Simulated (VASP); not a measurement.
# H10CO5 in VASP: a series of runs

The runs below take H10CO5 through single point, molecular dynamics, with PBE+D3(BJ).

Program: VASP 6.6.1. These are calculated values, not measurements. Logs are shortened: lines on timing, memory, paths and dates and some standing lists are left out, and cuts for length are marked.

## Step 1: The cell of the first run

The cell holds a disordered packing, 16 atoms: a = 5.461 Å, b = 5.461 Å, c = 5.461 Å, α = 90.00°, β = 90.00°, γ = 90.00°.

## Step 2: Single point, PBE+D3(BJ)

INCAR

```
SYSTEM = H10CO5
PREC = Accurate
ENCUT = 520
EDIFF = 1E-6
ISMEAR = -1
SIGMA = 0.05
LREAL = .FALSE.
LASPH = .TRUE.
NELM = 120
ALGO = Normal
ISIF = 2
LWAVE = .FALSE.
LCHARG = .FALSE.
GGA = PE
IVDW = 12
NBANDS = 36
GGA_COMPAT = .FALSE.
```

KPOINTS

```
regular mesh
0
G
  1 1 1
  0 0 0
```

POSCAR

```
H10CO5
1.0
    5.4614380000      0.0000000000      0.0000000000
    0.0000000000      5.4614380000      0.0000000000
    0.0000000000      0.0000000000      5.4614380000
O H C
5 10 1
Direct
    0.4904019784      0.4577548990      0.7344219599
    0.0644518898      0.2810431978      0.5524918529
    0.7310528839      0.9150337329      0.9016856000
    0.6609614537      0.3087831447      0.1917077517
    0.2047995418      0.9443300464      0.1016215876
    0.3136536568      0.4527745257      0.7112229417
    0.5364338110      0.4031355844      0.5767345523
   -0.0065184298      0.3280271606      0.3913071978
   -0.0745224976      0.1862696235      0.6019110718
    0.6303468061      0.7756015906      0.8500691576
    0.9118111384      0.8641496983      0.9006419188
    0.6512570499      0.3851000414      0.0357415025
    0.6640375667      0.1271093804      0.1418307779
    0.4376136834      0.9932182696      0.3638419039
    0.3871507834      0.6611079353      0.2755501390
    0.3353695492      0.8572833748      0.2483594980
```

Potentials or basis: VASP PAW PBE potentials, release 64 (O, H, C).

Launch:

```
$ cat potpaw_PBE.64/O/POTCAR potpaw_PBE.64/H/POTCAR potpaw_PBE.64/C/POTCAR > POTCAR
$ mpirun -np 1 vasp_gam > vasp.out
```

OUTCAR:

```text
SYSTEM = H10CO5
   PREC = Accurate
   ENCUT = 520
   EDIFF = 1E-6
   ISMEAR = -1
   LREAL = .FALSE.
   LASPH = .TRUE.
   NELM = 120
   ISIF = 2
   GGA = PE
   IVDW = 12
 IVDW          = 12

 ion  position               nearest neighbor table
   1  0.490  0.458  0.734-   7 0.95   6 0.97
   2  0.064  0.281  0.552-   9 0.96   8 1.00
   3  0.731  0.915  0.902-  10 0.98  11 1.03
   4  0.661  0.309  0.192-  12 0.95  13 1.03
   5  0.205  0.944  0.102-  16 1.17
   6  0.314  0.453  0.711-   1 0.97
   7  0.536  0.403  0.577-   1 0.95
   8  0.993  0.328  0.391-   2 1.00
   9  0.925  0.186  0.602-   2 0.96
  10  0.630  0.776  0.850-   3 0.98
  11  0.912  0.864  0.901-   3 1.03
  12  0.651  0.385  0.036-   4 0.95
  13  0.664  0.127  0.142-   4 1.03
  14  0.438  0.993  0.364-  16 1.12
  15  0.387  0.661  0.276-  16 1.12
  16  0.335  0.857  0.248-  15 1.12  14 1.12   5 1.17

  LATTYP: Found a simple cubic cell.
 ALAT       =     5.4614380000

  Lattice vectors:

 A1 = (   5.4614380000,   0.0000000000,   0.0000000000)
 A2 = (   0.0000000000,   5.4614380000,   0.0000000000)
 A3 = (   0.0000000000,   0.0000000000,   5.4614380000)

Analysis of symmetry for initial positions (statically):
=====================================================================
 Subroutine PRICEL returns:
 Original cell was already a primitive cell.

 Routine SETGRP: Setting up the symmetry group for a
 simple cubic supercell.

 Subroutine GETGRP returns: Found  1 space group operations
 (whereof  1 operations were pure point group operations)
 out of a pool of 48 trial point group operations.

The static configuration has the point symmetry C_1 .

Analysis of symmetry for dynamics (positions and initial velocities):
=====================================================================
 Subroutine PRICEL returns:
 Original cell was already a primitive cell.

 Routine SETGRP: Setting up the symmetry group for a
 simple cubic supercell.

 Subroutine GETGRP returns: Found  1 space group operations
 (whereof  1 operations were pure point group operations)
 out of a pool of 48 trial point group operations.

The dynamic configuration has the point symmetry C_1 .

 Subroutine INISYM returns: Found  1 space group operations
 (whereof  1 operations are pure point group operations),
 and found     1 'primitive' translations

----------------------------------------------------------------------------------------

                                     Primitive cell

  volume of cell :     162.9000

  direct lattice vectors                    reciprocal lattice vectors
     5.461438000  0.000000000  0.000000000     0.183101960  0.000000000  0.000000000
     0.000000000  5.461438000  0.000000000     0.000000000  0.183101960  0.000000000
     0.000000000  0.000000000  5.461438000     0.000000000  0.000000000  0.183101960

  length of vectors
     5.461438000  5.461438000  5.461438000     0.183101960  0.183101960  0.183101960

  position of ions in fractional coordinates (direct lattice)
     0.490401978  0.457754899  0.734421960
     0.064451890  0.281043198  0.552491853
     0.731052884  0.915033733  0.901685600
     0.660961454  0.308783145  0.191707752
     0.204799542  0.944330046  0.101621588
     0.313653657  0.452774526  0.711222942
[... 8 lines left out ...]
     0.387150783  0.661107935  0.275550139
     0.335369549  0.857283375  0.248359498

  ion indices of the primitive-cell ions
   primitive index   ion index
                 1           1
                 2           2
                 3           3
                 4           4
                 5           5
                 6           6
[... 8 lines left out ...]
                15          15
                16          16

----------------------------------------------------------------------------------------

 KPOINTS: regular mesh

Automatic generation of k-mesh.
 Grid dimensions read from file:
 generate k-points for:    1    1    1

 Generating k-lattice:

  Cartesian coordinates                     Fractional coordinates (reciprocal lattice)
     0.183101960  0.000000000  0.000000000     1.000000000  0.000000000  0.000000000
     0.000000000  0.183101960  0.000000000     0.000000000  1.000000000  0.000000000
     0.000000000  0.000000000  0.183101960     0.000000000  0.000000000  1.000000000

  Length of vectors
     0.183101960  0.183101960  0.183101960

  Shift w.r.t. Gamma in fractional coordinates (k-lattice)
     0.000000000  0.000000000  0.000000000

 Subroutine IBZKPT returns following result:
 ===========================================

 Found      1 irreducible k-points:

 Following reciprocal coordinates:
            Coordinates               Weight
  0.000000  0.000000  0.000000      1.000000
   k-points           NKPTS =      1   k-points in BZ     NKDIM =      1   number of bands    NBANDS=     36
   number of dos      NEDOS =    301   number of ions     NIONS =     16
   total plane-waves  NPLWV =  74088
   dimension x,y,z NGX =    42 NGY =   42 NGZ =   42
   dimension x,y,z NGXF=    84 NGYF=   84 NGZF=   84
   ions per type =               5  10   1
   NGX,Y,Z   is equivalent  to a cutoff of  12.78, 12.78, 12.78 a.u.
   NGXF,Y,Z  is equivalent  to a cutoff of  25.57, 25.57, 25.57 a.u.
 SYSTEM =  H10CO5
   PREC   = accura    normal or accurate (medium, high low for compatibility)
   ISTART =      0    job   : 0-new  1-cont  2-samecut
   ICHARG =      2    charge: 1-file 2-atom 10-const
   ISPIN  =      1    spin polarized calculation?
   LNONCOLLINEAR =      F non collinear calculations
   LSORBIT =      F    spin-orbit coupling
   LASPH  =      T    aspherical Exc in radial PAW
   ENCUT  =  520.0 eV  38.22 Ry    6.18 a.u.  10.15 10.15 10.15*2*pi/ulx,y,z
   NELM   =    120;   NELMIN=  2; NELMDL= -5     # of ELM steps
   EDIFF  = 0.1E-05   stopping-criterion for ELM
   LREAL  =      F    real-space projection
   EDIFFG = 0.1E-04   stopping-criterion for IOM
   NSW    =      0    number of steps for IOM
   IBRION =     -1    ionic relax: 0-MD 1-quasi-New 2-CG
   NFREE  =      0    steps in history (QN), initial steepest desc. (CG)
   ISIF   =      2    stress and relaxation
   ISYM   =      2    0-nonsym 1-usesym 2-fastsym
   POTIM  = 0.5000    time-step for ionic-motion
   TEBEG  =    0.0;   TEEND  =   0.0 temperature during run
   PSTRESS=    0.0 pullay stress
   NELECT =      44.0000    total number of electrons
   NUPDOWN=      -1.0000    fix difference up-down
   EMIN   =  10.00;   EMAX   =-10.00  energy-range for DOS
   EFERMI =   0.00;   METHOD = LEGACY
   ISMEAR =    -1;   SIGMA  =   0.05  broadening in eV -4-tet -1-fermi 0-gaus
   EFERMI_NEDOS =   21; number of points for ismear=-14 and -15
   IALGO  =     38    algorithm
   IMIX   =      4    mixing-type and parameters
     AMIX     =   0.40;   BMIX     =  1.00
     AMIX_MAG =   1.60;   BMIX_MAG =  1.00
  volume/ion in A,a.u.               =      10.18        68.71
  Fermi-wavevector in a.u.,A,eV,Ry     =   1.058243  1.999789 15.236867  1.119878
  Thomas-Fermi vector in A             =   2.193545
   LORBIT       =      0    0 simple, 1 ext, 2 COOP (PROOUT), +10 PAW based schemes
   GGA     = PE    functional components
   LHFCALC =     F    Hartree Fock is set to
   AEXX    =    0.0000 exact exchange contribution
   IVDW    =    12    specifies the selected vdW correction
   LEPSILON=     F    determine dielectric tensor
   LRPA    =     F    only Hartree local field effects (RPA)
 non-spin polarized calculation
  energy-cutoff  :      520.00
  volume of cell :      162.90
 maximum number of plane-waves:      2193
 NGX is ok and might be reduce to    42
   NGX = 21   NGY = 21   NGZ = 21

 number of electron      43.9999989 magnetization

 Free energy of the ion-electron system (eV)
  ---------------------------------------------------
  ext. energy  EPLUGINS =         0.00000000
  ---------------------------------------------------
  free energy    TOTEN  =       -80.06007436 eV

  energy without entropy =      -80.06007436  energy(sigma->0) =      -80.06007436

 E-fermi :  -1.6466     XC(G=0):  -6.9866

 val. band max:       -2.8448934489   @ k =   0.0000   0.0000   0.0000
 cond. band min:       0.9710303296   @ k =   0.0000   0.0000   0.0000
 fundamental gap:      3.8159237785
 Fermi energy:        -1.6465631161

 k-point     1 :       0.0000    0.0000    0.0000
  band No.  band energies     occupation
      1     -23.9803      2.00000
      2     -22.3251      2.00000
      3     -21.8335      2.00000
      4     -21.7263      2.00000
      5     -21.2406      2.00000
      6     -12.1070      2.00000
[... 26 lines left out ...]
     33       8.4851      0.00000
     34       8.8238      0.00000
 [bands above 34 left out]

------------------------ aborting loop because EDIFF is reached ----------------------------------------

 Edisp (eV)   -0.61049

 E8    (eV) :    -0.1300

  FORCE on cell =-STRESS in cart. coord.  units (eV):
  Direction    XX          YY          ZZ          XY          YZ          ZX
  --------------------------------------------------------------------------------------
  -------------------------------------------------------------------------------------
  Total       0.68741    -0.24524     4.43671    -0.45766    -2.17348     0.80650
  in kB       6.76090    -2.41201    43.63660    -4.50120   -21.37694     7.93225
  external pressure =       16.00 kB  Pullay stress =        0.00 kB

 VOLUME and BASIS-vectors are now :
 -----------------------------------------------------------------------------
  energy-cutoff  :      520.00
  volume of cell :      162.90
      direct lattice vectors                 reciprocal lattice vectors
     5.461438000  0.000000000  0.000000000     0.183101960  0.000000000  0.000000000
     0.000000000  5.461438000  0.000000000     0.000000000  0.183101960  0.000000000
     0.000000000  0.000000000  5.461438000     0.000000000  0.000000000  0.183101960

 POSITION                                       TOTAL-FORCE (eV/Angst)
 -----------------------------------------------------------------------------------
      2.67830      2.50000      4.01100        -0.351257      1.202047      1.075816
      0.35200      1.53490      3.01740        -0.288134      0.541222     -1.245710
      3.99260      4.99740      4.92450         1.706708     -0.351203     -0.130310
      3.60980      1.68640      1.04700         0.617711     -2.094475      1.440664
      1.11850      5.15740      0.55500        -3.159765      0.868902     -3.133305
      1.71300      2.47280      3.88430        -0.580546     -0.243778      0.427925
[... 8 lines left out ...]
      2.11440      3.61060      1.50490        -0.548690     -0.153091     -0.312494
      1.83160      4.68200      1.35640         3.382299     -0.510787      2.977642
 -----------------------------------------------------------------------------------
    total drift:                               -0.001980     -0.000002      0.000059

  FREE ENERGIE OF THE ION-ELECTRON SYSTEM (eV)
  ---------------------------------------------------
  free  energy   TOTEN  =       -80.6705630427 eV

  energy  without entropy=      -80.6705630426  energy(sigma->0) =      -80.67056304
```

Run time: 33 s. Hardware: 1 thread of Intel Xeon 8259CL, shared host; peak memory 0.24 GiB.

What came out:

```yaml
Free_energy: -80.6706 eV
Pressure: 1.6 GPa
Largest_force: 4.535 eV/Å
Dispersion_energy_per_atom: -0.038 eV
```

Forces on the atoms (eV/Å):
```
O   -0.351  1.202  1.076
O   -0.288  0.541 -1.246
O    1.707 -0.351 -0.130
O    0.618 -2.094  1.441
O   -3.160  0.869 -3.133
H   -0.581 -0.244  0.428
H    0.997 -0.535 -1.578
H    0.480  0.139  0.151
H   -0.490 -0.708  1.081
H    0.200 -0.275 -0.294
H   -1.772  0.344  0.262
H   -0.311  0.560 -1.309
H    0.197  1.736  0.060
H   -0.079 -0.521  0.527
H   -0.549 -0.153 -0.312
C    3.382 -0.511  2.978
```

Caveat: the k points lie up to 1.15 Å⁻¹ apart; the atoms stand as in a frame of molecular dynamics.

## Step 3: Molecular dynamics, PBE+D3(BJ)

INCAR

```
SYSTEM = H10CO5
ALGO = Normal ; EDIFF = 1E-5
ENCUT = 440 ; GGA = PE
GGA_COMPAT = .FALSE. ; IBRION = 0
ISIF = 2 ; ISMEAR = -1
ISYM = 0 ; IVDW = 12
LANGEVIN_GAMMA = 20 20 20 ; LASPH = .TRUE.
LCHARG = .TRUE. ; LREAL = .FALSE.
LWAVE = .FALSE. ; MAXMIX = 40
MDALGO = 3 ; NELM = 120
NELMIN = 4 ; NSW = 40
POTIM = 0.75 ; PREC = Normal
RANDOM_SEED = 170336 0 0 ; SIGMA = 0.05
TEBEG = 700.0 ; TEEND = 700.0
```

KPOINTS

```
k-points
0
G
  1 1 1
  0 0 0
```

POSCAR

```
H10CO5
1.0
    5.4614380000      0.0000000000      0.0000000000
    0.0000000000      5.4614380000      0.0000000000
    0.0000000000      0.0000000000      5.4614380000
O H C
5 10 1
Direct
    0.5392647900      0.5882315500      0.6319345100
    0.1498374800      0.2764834800      0.5632392700
    0.8372039100      0.9615645700      0.8114637300
    0.8139855200      0.3898537400      0.1945404500
    0.1624877700      0.7578217800      0.1663992400
    0.3836478100      0.4918770800      0.6357487700
    0.6351585400      0.4997515100      0.5094046900
    0.0345139100      0.3108365200      0.4287491900
    0.0606445900      0.1500972200      0.6584314800
    0.7243509700      0.8376849100      0.7386817600
    0.9342592700      0.8659412900      0.9267163500
    0.9397848000      0.5091082400      0.1453975200
    0.7948464800      0.2805859900      0.0538170500
    0.3747082100      1.0504789300      0.2506332800
    0.5376525000      0.7439354300      0.1693098300
    0.3651753500      0.8519380500      0.1976954800
```

Potentials or basis: VASP PAW PBE potentials, release 64 (O, H, C).

Launch:

```
$ cat potpaw_PBE.64/O/POTCAR potpaw_PBE.64/H/POTCAR potpaw_PBE.64/C/POTCAR > POTCAR
$ mpirun -np 1 vasp_gam > vasp.out
```

Wall time 4.2 min (1 thread of Intel Xeon 8259CL, shared host); peak memory 0.19 GiB.

It converged, with:

| Quantity | Value |
| --- | --- |
| Dispersion energy per atom | -0.038 eV |

Caveat: the k points lie up to 1.15 Å⁻¹ apart; the cutoff is under 1.25 times the usual one of these potentials, so pressure, stress and relaxed cells hold a basis-set (Pulay) error.

## Step 4: Molecular dynamics, PBE+D3(BJ)

INCAR

```
ALGO = Normal ; ANDERSEN_PROB = 0.0
EDIFF = 1E-5 ; ENCUT = 440
GGA = PE ; GGA_COMPAT = F
IBRION = 0 ; ISIF = 2
ISMEAR = -1 ; ISYM = 0
IVDW = 12 ; LASPH = T
LCHARG = F ; LREAL = F
LWAVE = F ; MAXMIX = 40
MDALGO = 1 ; NELM = 120
NELMIN = 4 ; NSW = 40
POTIM = 0.5 ; PREC = Normal
RANDOM_SEED = 765033 0 0 ; SIGMA = 0.05
TEBEG = 700.0 ; TEEND = 700.0
```

KPOINTS

```
k-points
0
Gamma
  1 1 1
```

POSCAR

```
H10CO5
1.0
    5.4614380000      0.0000000000      0.0000000000
    0.0000000000      5.4614380000      0.0000000000
    0.0000000000      0.0000000000      5.4614380000
O H C
5 10 1
Direct
    0.5219987600      0.4891446300      0.6375276700
    0.0564519900      0.3143872100      0.6371760600
    0.7193119700      0.9640648600      0.8566934400
    0.8201179700      0.3294078000      0.1702696600
    0.0719660900      0.8185687000      0.1588097200
    0.3630521600      0.3920606300      0.6324242200
    0.5798114500      0.4863454600      0.4738007100
   -0.0323483300      0.3251464200      0.4860912900
    0.0013259600      0.1652384600      0.7163804400
    0.6291941400      0.8419353400      0.7688351300
    0.8352313500      0.8783687200      0.9661498600
    0.8234346000      0.5043673700      0.1498176700
    0.6699390400      0.2847753200      0.0695693000
    0.2618471300      0.8271074800      0.4795837800
    0.4559065000      0.8008575500      0.1536477200
    0.2730804100      0.8180738900      0.2729236700
```

Launch:

```
$ cat potpaw_PBE.64/O/POTCAR potpaw_PBE.64/H/POTCAR potpaw_PBE.64/C/POTCAR > POTCAR
$ mpirun -np 1 vasp_gam > vasp.out
```

Wall time 4.4 min (1 thread of Intel Xeon 8259CL, shared host); peak memory 0.19 GiB.

The run converged. Its results:

```
Dispersion energy per atom : -0.038 eV
```

The path:
| step | potential energy change (eV) | largest force (eV/Å) | pressure (GPa) | volume (Å³) | temperature (K) |
| --- | --- | --- | --- | --- | --- |
| 1 | 0.0000 | 2.8111 | -2.70 | 162.90 | 699 |
| 2 | 0.0022 | 2.7009 | -2.38 | 162.90 | 697 |
| 3 | 0.0185 | 2.5346 | -2.08 | 162.90 | 689 |
| 4 | 0.0458 | 2.6537 | -1.84 | 162.90 | 675 |
| 5 | 0.0779 | 2.8637 | -1.68 | 162.90 | 659 |
| 6 | 0.1097 | 2.7077 | -1.60 | 162.90 | 642 |
| 7 | 0.1387 | 2.9649 | -1.58 | 162.90 | 627 |
| 8 | 0.1645 | 2.9536 | -1.59 | 162.90 | 614 |
| 9 | 0.1891 | 2.7821 | -1.59 | 162.90 | 601 |
| 10 | 0.2156 | 2.5861 | -1.54 | 162.90 | 587 |
| 11 | 0.2459 | 2.7798 | -1.42 | 162.90 | 572 |
| 12 | 0.2783 | 2.9576 | -1.20 | 162.90 | 555 |
| 13 | 0.3080 | 3.0908 | -0.89 | 162.90 | 540 |
| 14 | 0.3296 | 3.1834 | -0.54 | 162.90 | 529 |
| 15 | 0.3383 | 3.2105 | -0.16 | 162.90 | 525 |
| 16 | 0.3306 | 3.4108 | 0.19 | 162.90 | 529 |
| 17 | 0.3056 | 3.8631 | 0.47 | 162.90 | 542 |
| 18 | 0.2669 | 4.2342 | 0.64 | 162.90 | 561 |
| 19 | 0.2232 | 4.4716 | 0.68 | 162.90 | 583 |
| 20 | 0.1861 | 4.5447 | 0.59 | 162.90 | 602 |
| 21 | 0.1648 | 4.4446 | 0.38 | 162.90 | 613 |
| 22 | 0.1614 | 4.1800 | 0.04 | 162.90 | 615 |
| 23 | 0.1694 | 3.7747 | -0.42 | 162.90 | 611 |
| 24 | 0.1779 | 3.2627 | -0.98 | 162.90 | 607 |
| 25 | 0.1776 | 3.2456 | -1.60 | 162.90 | 608 |
| 26 | 0.1639 | 3.4621 | -2.26 | 162.90 | 615 |
| 27 | 0.1373 | 3.2188 | -2.89 | 162.90 | 628 |
| 28 | 0.1029 | 2.5972 | -3.42 | 162.90 | 646 |
| 29 | 0.0685 | 2.4588 | -3.79 | 162.90 | 663 |
| 30 | 0.0417 | 2.3414 | -3.95 | 162.90 | 677 |
| 31 | 0.0284 | 2.3571 | -3.89 | 162.90 | 684 |
| 32 | 0.0302 | 2.9230 | -3.64 | 162.90 | 683 |
| 33 | 0.0433 | 3.3861 | -3.24 | 162.90 | 676 |
| 34 | 0.0574 | 4.0172 | -2.77 | 162.90 | 669 |
| 35 | 0.0610 | 4.5927 | -2.32 | 162.90 | 668 |
| 36 | 0.0477 | 5.0282 | -1.94 | 162.90 | 674 |
| 37 | 0.0210 | 5.2603 | -1.68 | 162.90 | 688 |
| 38 | -0.0091 | 5.2515 | -1.57 | 162.90 | 703 |
| 39 | -0.0334 | 5.0074 | -1.59 | 162.90 | 715 |
| 40 | -0.0490 | 4.5721 | -1.72 | 162.90 | 723 |

Caveat: the k points lie up to 1.15 Å⁻¹ apart; the cutoff is under 1.25 times the usual one of these potentials, so pressure, stress and relaxed cells hold a basis-set (Pulay) error.
